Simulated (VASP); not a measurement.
Crystal: BAs (rocksalt type).

```xyz
2
Lattice="0.0000 2.1544 2.1544 2.1544 0.0000 2.1544 2.1544 2.1544 0.0000" Properties=species:S:1:pos:R:3 pbc="T T T"
B     0.0000    0.0000    0.0000
As    2.1544    2.1544    2.1544
```

* Program: VASP 6.6.1
* Task: relaxation of cell and atoms
* Functional: r2SCAN
* Potentials or basis: VASP PAW PBE potentials, release 64 (B, As)
* Cutoff: 600 eV
* k mesh: 15 × 15 × 15
* Occupations: fermi-dirac, width 0.05 eV
* Spin: no spin polarisation

At the start: pressure 40.3 GPa; volume 10.00 Å³/atom.

Problem. Where does the relaxation end?

Solution. Over 17 steps the energy falls by 234.4 meV/atom and the volume is 12.19 Å³/atom (+21.9 %); space group Fm-3m (No. 225, to 0.05 Å).

Step by step:
```
step  energy change (eV)  largest force (eV/Å)  pressure (GPa)  volume (Å³)
   1              0.0000                0.0000           40.26        20.00
   2             -0.2737                0.0000          -14.48        28.19
   3             -0.4688                0.0000           -0.18        24.43
   4             -0.4687                0.0000            0.35        24.34
   5             -0.4687                0.0000            0.34        24.34
   6             -0.4687                0.0000            0.33        24.34
   7             -0.4687                0.0000            0.33        24.34
   8             -0.4687                0.0000            0.33        24.34
   9             -0.4687                0.0000            0.33        24.34
  10             -0.4687                0.0000            0.33        24.34
  11             -0.4687                0.0000            0.32        24.34
  12             -0.4687                0.0000            0.32        24.34
  13             -0.4687                0.0000            0.31        24.34
  14             -0.4687                0.0000            0.30        24.35
  15             -0.4687                0.0000            0.28        24.35
  16             -0.4688                0.0000            0.19        24.36
  17             -0.4688                0.0000            0.06        24.39
```

Final structure:
```xyz
2
Lattice="0.0000 2.3017 2.3017 2.3017 0.0000 2.3017 2.3017 2.3017 0.0000" Properties=species:S:1:pos:R:3 pbc="T T T"
B     2.3017    0.0000    2.3017
As    2.3017    2.3017    2.3017
```

Caveat: the volume moved by over 15 % at a fixed basis, so the end points are rough; the PAW data sets were made with another functional, which shifts forces and pressure a little.
